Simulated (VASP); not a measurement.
# TlPd3 (I4/mmm) in VASP: notebook

Runs on TlPd3. Level: LDA. Tasks: electric field gradients.

Program: VASP 6.6.1. These are calculated values, not measurements. Logs are shortened: lines on timing, memory, paths and dates and some standing lists are left out, and cuts for length are marked.

### 1 The cell of the first run

Symmetry: I4/mmm, No. 139, tetragonal system. Conventional cell: a = 4.181 Å, b = 4.181 Å, c = 7.592 Å, α = 90.00°, β = 90.00°, γ = 90.00°. Within 3.8 Å of Tl (site symmetry 4/mmm) lie 14 Pd at 2.82 to 3.80 Å. Within 3.8 Å of Pd (site symmetry 4/mmm) lie 8 Pd at 2.82 Å and 6 Tl at 2.96 to 3.80 Å. Pd (site symmetry -4m2) has 4 Tl at 2.82 Å and 10 Pd at 2.82 to 3.80 Å within 3.8 Å.

### 2 Electric field gradients, LDA

Contents of INCAR:

```
SYSTEM = TlPd3
ALGO = Normal ; EDIFF = 1E-8
ENCUT = 520 ; GGA = CA
ISIF = 2 ; ISMEAR = -1
LASPH = .TRUE. ; LCHARG = .FALSE.
LEFG = .TRUE. ; LREAL = .FALSE.
LWAVE = .FALSE. ; NBANDS = 30
NELM = 100 ; PREC = Accurate
SIGMA = 0.03
```

Contents of KPOINTS:

```
k-points
0
G
  12 12 12
  0 0 0
```

Contents of POSCAR:

```
TlPd3
1.0
   -2.0903608308      2.0903608308      3.7961551193
    2.0903608308     -2.0903608308      3.7961551193
    2.0903608308      2.0903608308     -3.7961551193
Tl Pd
1 3
Direct
    0.0000000000      0.0000000000      0.0000000000
    0.5000000000      0.5000000000      0.0000000000
    0.7500000000      0.2500000000      0.5000000000
    0.2500000000      0.7500000000      0.5000000000
```

Potentials or basis: VASP PAW LDA potentials, release 64 (Tl_d, Pd).

Started as:

```bash
> cat potpaw_LDA.64/Tl_d/POTCAR potpaw_LDA.64/Pd/POTCAR > POTCAR
> mpirun -np 1 vasp_std > vasp.out
```

OUTCAR:

```text
SYSTEM = TlPd3
   EDIFF = 1E-8
   ENCUT = 520
   GGA = CA
   ISIF = 2
   ISMEAR = -1
   LASPH = .TRUE.
   LREAL = .FALSE.
   NELM = 100
   PREC = Accurate

 ion  position               nearest neighbor table
   1  0.000  0.000  0.000-   3 2.82   4 2.82   3 2.82   4 2.82   3 2.82   4 2.82   3 2.82   4 2.82
                             2 2.96   2 2.96   2 2.96   2 2.96
   2  0.500  0.500  0.000-   4 2.82   3 2.82   3 2.82   4 2.82   3 2.82   4 2.82   4 2.82   3 2.82
                             1 2.96   1 2.96   1 2.96   1 2.96
   3  0.750  0.250  0.500-   2 2.82   1 2.82   1 2.82   2 2.82   1 2.82   2 2.82   2 2.82   1 2.82
                             4 2.96   4 2.96   4 2.96   4 2.96
   4  0.250  0.750  0.500-   1 2.82   2 2.82   1 2.82   2 2.82   1 2.82   2 2.82   1 2.82   2 2.82
                             3 2.96   3 2.96   3 2.96   3 2.96

  LATTYP: Found a body centered tetragonal cell.
 ALAT       =     4.1807216616
 C/A-ratio  =     1.8160286317

  Lattice vectors:

 A1 = (  -2.0903608308,   2.0903608308,   3.7961551193)
 A2 = (   2.0903608308,  -2.0903608308,   3.7961551193)
 A3 = (   2.0903608308,   2.0903608308,  -3.7961551193)

Analysis of symmetry for initial positions (statically):
=====================================================================
 Subroutine PRICEL returns:
 Original cell was already a primitive cell.

 Routine SETGRP: Setting up the symmetry group for a
 body centered tetragonal supercell.

 Subroutine GETGRP returns: Found 16 space group operations
 (whereof 16 operations were pure point group operations)
 out of a pool of 16 trial point group operations.

The static configuration has the point symmetry D_4h.

Analysis of symmetry for dynamics (positions and initial velocities):
=====================================================================
 Subroutine PRICEL returns:
 Original cell was already a primitive cell.

 Routine SETGRP: Setting up the symmetry group for a
 body centered tetragonal supercell.

 Subroutine GETGRP returns: Found 16 space group operations
 (whereof 16 operations were pure point group operations)
 out of a pool of 16 trial point group operations.

The dynamic configuration has the point symmetry D_4h.

 Subroutine INISYM returns: Found 16 space group operations
 (whereof 16 operations are pure point group operations),
 and found     1 'primitive' translations

----------------------------------------------------------------------------------------

                                     Primitive cell

  volume of cell :      66.3508

  direct lattice vectors                    reciprocal lattice vectors
    -2.090360831  2.090360831  3.796155119     0.000000000  0.239193154  0.131712215
     2.090360831 -2.090360831  3.796155119     0.239193154  0.000000000  0.131712215
     2.090360831  2.090360831 -3.796155119     0.239193154  0.239193154  0.000000000

  length of vectors
     4.811445780  4.811445780  4.811445780     0.273059467  0.273059467  0.338270202

  position of ions in fractional coordinates (direct lattice)
     0.000000000  0.000000000  0.000000000
     0.500000000  0.500000000  0.000000000
     0.750000000  0.250000000  0.500000000
     0.250000000  0.750000000  0.500000000

  ion indices of the primitive-cell ions
   primitive index   ion index
                 1           1
                 2           2
                 3           3
                 4           4

----------------------------------------------------------------------------------------

 KPOINTS: k-points

Automatic generation of k-mesh.
 Grid dimensions read from file:
 generate k-points for:   12   12   12

 Generating k-lattice:

  Cartesian coordinates                     Fractional coordinates (reciprocal lattice)
     0.000000000  0.019932763  0.010976018     0.083333333  0.000000000  0.000000000
[... 46 lines left out ...]
   ions per type =               1   3
   NGX,Y,Z   is equivalent  to a cutoff of  12.44, 12.44, 12.44 a.u.
   NGXF,Y,Z  is equivalent  to a cutoff of  24.88, 24.88, 24.88 a.u.
 SYSTEM =  TlPd3
   PREC   = accura    normal or accurate (medium, high low for compatibility)
   ISTART =      0    job   : 0-new  1-cont  2-samecut
   ICHARG =      2    charge: 1-file 2-atom 10-const
   ISPIN  =      1    spin polarized calculation?
   LNONCOLLINEAR =      F non collinear calculations
   LSORBIT =      F    spin-orbit coupling
   LASPH  =      T    aspherical Exc in radial PAW
   ENCUT  =  520.0 eV  38.22 Ry    6.18 a.u.   8.95  8.95  8.95*2*pi/ulx,y,z
   NELM   =    100;   NELMIN=  2; NELMDL= -5     # of ELM steps
   EDIFF  = 0.1E-07   stopping-criterion for ELM
   LREAL  =      F    real-space projection
   EDIFFG = 0.1E-06   stopping-criterion for IOM
   NSW    =      0    number of steps for IOM
   IBRION =     -1    ionic relax: 0-MD 1-quasi-New 2-CG
   NFREE  =      0    steps in history (QN), initial steepest desc. (CG)
   ISIF   =      2    stress and relaxation
   ISYM   =      2    0-nonsym 1-usesym 2-fastsym
   POTIM  = 0.5000    time-step for ionic-motion
   TEBEG  =    0.0;   TEEND  =   0.0 temperature during run
   PSTRESS=    0.0 pullay stress
   NELECT =      43.0000    total number of electrons
   NUPDOWN=      -1.0000    fix difference up-down
   EMIN   =  10.00;   EMAX   =-10.00  energy-range for DOS
   EFERMI =   0.00;   METHOD = LEGACY
   ISMEAR =    -1;   SIGMA  =   0.03  broadening in eV -4-tet -1-fermi 0-gaus
   EFERMI_NEDOS =   21; number of points for ismear=-14 and -15
   IALGO  =     38    algorithm
   IMIX   =      4    mixing-type and parameters
     AMIX     =   0.40;   BMIX     =  1.00
     AMIX_MAG =   1.60;   BMIX_MAG =  1.00
  volume/ion in A,a.u.               =      16.59       111.94
  Fermi-wavevector in a.u.,A,eV,Ry     =   1.416714  2.677201 27.307959  2.007078
  Thomas-Fermi vector in A             =   2.538020
   LORBIT       =      0    0 simple, 1 ext, 2 COOP (PROOUT), +10 PAW based schemes
   GGA     = CA    functional components
   LHFCALC =     F    Hartree Fock is set to
   AEXX    =    0.0000 exact exchange contribution
   IVDW    =     0    specifies the selected vdW correction
   LEPSILON=     F    determine dielectric tensor
   LRPA    =     F    only Hartree local field effects (RPA)
 non-spin polarized calculation
  energy-cutoff  :      520.00
  volume of cell :       66.35
 maximum number of plane-waves:      1805
   NGX = 17   NGY = 17   NGZ = 17

 number of electron      43.0000004 magnetization

 Free energy of the ion-electron system (eV)
  ---------------------------------------------------
  ext. energy  EPLUGINS =         0.00000000
  ---------------------------------------------------
  free energy    TOTEN  =       -23.28530425 eV

  energy without entropy =      -23.28161292  energy(sigma->0) =      -23.28345858

 E-fermi :   9.2796     XC(G=0): -12.9687

 val. band max:        9.2770257921   @ k =   0.3333   0.3333   0.0000
 cond. band min:       9.2953369363   @ k =   0.3333   0.0833   0.0833
 fundamental gap:      0.0183111443
 Fermi energy:         9.2795907006

 k-point     1 :       0.0000    0.0000    0.0000
  band No.  band energies     occupation
      1      -2.0293      2.00000
      2      -1.9960      2.00000
      3      -1.9853      2.00000
      4      -1.9853      2.00000
      5      -1.9818      2.00000
      6      -0.0109      2.00000
[... 781 lines left out ...]
     29      20.1481      0.00000
     30      20.7055      0.00000

 [... further k-points ...]

------------------------ aborting loop because EDIFF is reached ----------------------------------------

  FORCE on cell =-STRESS in cart. coord.  units (eV):
  Direction    XX          YY          ZZ          XY          YZ          ZX
  --------------------------------------------------------------------------------------
  -------------------------------------------------------------------------------------
  Total       -3.6488485     -3.6488485     -3.7100353      0.0000000     -0.0000000      0.0000000
  in kB      -88.1089355    -88.1089355    -89.5864154      0.0000000     -0.0000000      0.0000000
  external PRESSURE =     -88.6014288 kB  Pullay stress =       0.0000000 kB

 VOLUME and BASIS-vectors are now :
 -----------------------------------------------------------------------------
  energy-cutoff  :      520.00
  volume of cell :       66.35
      direct lattice vectors                 reciprocal lattice vectors
    -2.090360831  2.090360831  3.796155119     0.000000000  0.239193154  0.131712215
     2.090360831 -2.090360831  3.796155119     0.239193154  0.000000000  0.131712215
     2.090360831  2.090360831 -3.796155119     0.239193154  0.239193154  0.000000000

 POSITION                                       TOTAL-FORCE (eV/Angst)
 -----------------------------------------------------------------------------------
      0.00000      0.00000      0.00000        -0.000000     -0.000000      0.000000
      0.00000      0.00000      3.79616        -0.000000     -0.000000      0.000000
      0.00000      2.09036      1.89808         0.000000      0.000000      0.000000
      2.09036      0.00000      1.89808        -0.000000     -0.000000     -0.000000
 -----------------------------------------------------------------------------------
    total drift:                               -0.000000      0.000000      0.000000

  FREE ENERGIE OF THE ION-ELECTRON SYSTEM (eV)
  ---------------------------------------------------
  free  energy   TOTEN  =       -23.2853042510 eV

  energy  without entropy=      -23.2816129177  energy(sigma->0) =      -23.28345858

 Electric field gradients (V/A^2)
---------------------------------------------------------------------
 ion       V_xx      V_yy      V_zz      V_xy      V_xz      V_yz
---------------------------------------------------------------------
   1      15.945    15.945   -31.891     0.001     0.000     0.000
   2      12.533    12.533   -25.067    -0.000    -0.000    -0.000
   3      -9.843    -9.843    19.687    -0.000    -0.000    -0.000
   4      -9.843    -9.843    19.687    -0.000    -0.000    -0.000
---------------------------------------------------------------------

 Electric field gradients after diagonalization (V/A^2)
 (convention: |V_zz| > |V_xx| > |V_yy|)
----------------------------------------------------------------------
 ion       V_xx      V_yy      V_zz     asymmetry (V_yy - V_xx)/ V_zz
----------------------------------------------------------------------
   1      15.946    15.944   -31.891       0.000
   2      12.534    12.533   -25.067       0.000
   3      -9.844    -9.843    19.687       0.000
   4      -9.844    -9.843    19.687       0.000
----------------------------------------------------------------------

           NMR quadrupolar parameters

 Cq : quadrupolar parameter    Cq=e*Q*V_zz/h
 eta: asymmetry parameters     (V_yy - V_xx)/ V_zz
 Q  : nuclear electric quadrupole moment in mb (millibarn)
----------------------------------------------------------------------
 ion       Cq(MHz)       eta       Q (mb)
----------------------------------------------------------------------
   1      -0.077       0.000       1.000
   2      -0.061       0.000       1.000
   3       0.048       0.000       1.000
   4       0.048       0.000       1.000
----------------------------------------------------------------------
```

Run time: 11 min. Hardware: 1 thread of Oxide Virtual Turin-like, shared host; peak memory 0.35 GiB.

Results:

```
Free energy                             : -23.2853 eV
Pressure                                : -8.9 GPa
Band gap on the k mesh                  : zero (an odd number of electrons rules out a gap without spin polarisation)
Largest electric field gradient by atom : Tl -31.9; Pd -25.1, +19.7 (each value once) V/Å²
```

Levels at points of the mesh, in eV from the Fermi level:
```
           k point  band 19  band 20  band 21  band 22  band 23  band 24
(0.00, 0.00, 0.00)    -0.76    -0.76    -0.27     2.43     3.36     5.65
(0.50, 0.00, 0.00)    -1.40    -1.34    -0.50    -0.18     2.71     3.75
(0.50, 0.50, 0.00)    -0.83    -0.66    -0.56    -0.55    -0.33     0.86
(0.50, 0.50, 0.50)    -0.48    -0.30    -0.30    -0.28     0.70     0.70
```

Electric field gradients, principal values (V/Å²):
```tsv
atom	least	middle	greatest (by size)
1 Tl	15.944	15.946	-31.891
2 Pd	12.533	12.534	-25.067
3 Pd	-9.843	-9.844	19.687
4 Pd	-9.843	-9.844	19.687
```

Caveat: the cell stands under tension; without QUAD_EFG the Cq values of the log hold for a quadrupole moment of 1 mb, not for the nuclei; spin-orbit coupling is left out, which moves the levels of the heavy elements.

### 3 Electric field gradients, LDA

Contents of INCAR:

```
SYSTEM = TlPd3
PREC = Accurate
ENCUT = 520
EDIFF = 1E-8
ISMEAR = -1
SIGMA = 0.03
LREAL = .False.
LASPH = .True.
NELM = 60
ALGO = Normal
ISIF = 2
LWAVE = .False.
LCHARG = .False.
LEFG = .True.
NBANDS = 30
```

Contents of KPOINTS:

```
Automatic mesh
0
Gamma
  12 12 12
  0.5 0.5 0.5
```

POSCAR is that of step 2.

Potentials or basis: VASP PAW LDA potentials, release 64 (Tl_d, Pd).

Started as:

```bash
> cat potpaw_LDA.64/Tl_d/POTCAR potpaw_LDA.64/Pd/POTCAR > POTCAR
> mpirun -np 1 vasp_std > vasp.out
```

OUTCAR:

```text
SYSTEM = TlPd3
   PREC = Accurate
   ENCUT = 520
   EDIFF = 1E-8
   ISMEAR = -1
   LREAL = .False.
   LASPH = .True.
   NELM = 60
   ISIF = 2

 ion  position               nearest neighbor table
   1  0.000  0.000  0.000-   3 2.82   4 2.82   3 2.82   4 2.82   3 2.82   4 2.82   3 2.82   4 2.82
                             2 2.96   2 2.96   2 2.96   2 2.96
   2  0.500  0.500  0.000-   4 2.82   3 2.82   3 2.82   4 2.82   3 2.82   4 2.82   4 2.82   3 2.82
                             1 2.96   1 2.96   1 2.96   1 2.96
   3  0.750  0.250  0.500-   2 2.82   1 2.82   1 2.82   2 2.82   1 2.82   2 2.82   2 2.82   1 2.82
                             4 2.96   4 2.96   4 2.96   4 2.96
   4  0.250  0.750  0.500-   1 2.82   2 2.82   1 2.82   2 2.82   1 2.82   2 2.82   1 2.82   2 2.82
                             3 2.96   3 2.96   3 2.96   3 2.96

  LATTYP: Found a body centered tetragonal cell.
 ALAT       =     4.1807216616
 C/A-ratio  =     1.8160286317

  Lattice vectors:

 A1 = (  -2.0903608308,   2.0903608308,   3.7961551193)
 A2 = (   2.0903608308,  -2.0903608308,   3.7961551193)
 A3 = (   2.0903608308,   2.0903608308,  -3.7961551193)

[... 1000 lines left out ...]
      0.00000      0.00000      3.79616        -0.000000      0.000000     -0.000000
      0.00000      2.09036      1.89808        -0.000000      0.000000     -0.000000
      2.09036      0.00000      1.89808         0.000000     -0.000000      0.000000
 -----------------------------------------------------------------------------------
    total drift:                               -0.000000      0.000000      0.000000

  FREE ENERGIE OF THE ION-ELECTRON SYSTEM (eV)
  ---------------------------------------------------
  free  energy   TOTEN  =       -23.2822617983 eV

  energy  without entropy=      -23.2768354609  energy(sigma->0) =      -23.27954863

 Electric field gradients (V/A^2)
---------------------------------------------------------------------
 ion       V_xx      V_yy      V_zz      V_xy      V_xz      V_yz
---------------------------------------------------------------------
   1      18.595    18.595   -37.190     0.001     0.000     0.000
   2      13.692    13.692   -27.384    -0.000    -0.000    -0.000
   3      -9.165    -9.165    18.329    -0.000    -0.000    -0.000
   4      -9.165    -9.165    18.329    -0.000    -0.000    -0.000
---------------------------------------------------------------------

 Electric field gradients after diagonalization (V/A^2)
 (convention: |V_zz| > |V_xx| > |V_yy|)
----------------------------------------------------------------------
 ion       V_xx      V_yy      V_zz     asymmetry (V_yy - V_xx)/ V_zz
----------------------------------------------------------------------
   1      18.596    18.594   -37.190       0.000
   2      13.692    13.692   -27.384       0.000
   3      -9.165    -9.164    18.329       0.000
   4      -9.165    -9.164    18.329       0.000
----------------------------------------------------------------------

           NMR quadrupolar parameters

 Cq : quadrupolar parameter    Cq=e*Q*V_zz/h
 eta: asymmetry parameters     (V_yy - V_xx)/ V_zz
 Q  : nuclear electric quadrupole moment in mb (millibarn)
----------------------------------------------------------------------
 ion       Cq(MHz)       eta       Q (mb)
----------------------------------------------------------------------
   1      -0.090       0.000       1.000
   2      -0.066       0.000       1.000
   3       0.044       0.000       1.000
   4       0.044       0.000       1.000
----------------------------------------------------------------------
```

stdout:

```text
POSCAR found type information on POSCAR TlPd
 POSCAR found :  2 types and       4 ions
 scaLAPACK will be used
 LDA part: xc-table for (Slater(with rela. corr.)+CA(PZ))
 , standard interpolation
 POSCAR, INCAR and KPOINTS ok, starting setup
 FFT: planning ... GRIDC
 FFT: planning ... GRID_SOFT
 FFT: planning ... GRID
 WAVECAR not read
 entering main loop
ion   1

ion   2

ion   3

ion   4
```

It took 11 min on 1 thread of Oxide Virtual Turin-like, shared host; peak memory 0.35 GiB.

What came out:

* Free energy: -23.2823 eV
* Pressure: -8.9 GPa
* Band gap on the k mesh: zero (an odd number of electrons rules out a gap without spin polarisation)
* Largest electric field gradient by atom: Tl -37.2; Pd -27.4, +18.3 (each value once) V/Å²

Electric field gradients, principal values (V/Å²):
| atom | least | middle | greatest (by size) |
| --- | --- | --- | --- |
| 1 Tl | 18.594 | 18.596 | -37.190 |
| 2 Pd | 13.692 | 13.692 | -27.384 |
| 3 Pd | -9.164 | -9.165 | 18.329 |
| 4 Pd | -9.164 | -9.165 | 18.329 |

Caveat: the cell stands under tension; without QUAD_EFG the Cq values of the log hold for a quadrupole moment of 1 mb, not for the nuclei; spin-orbit coupling is left out, which moves the levels of the heavy elements.
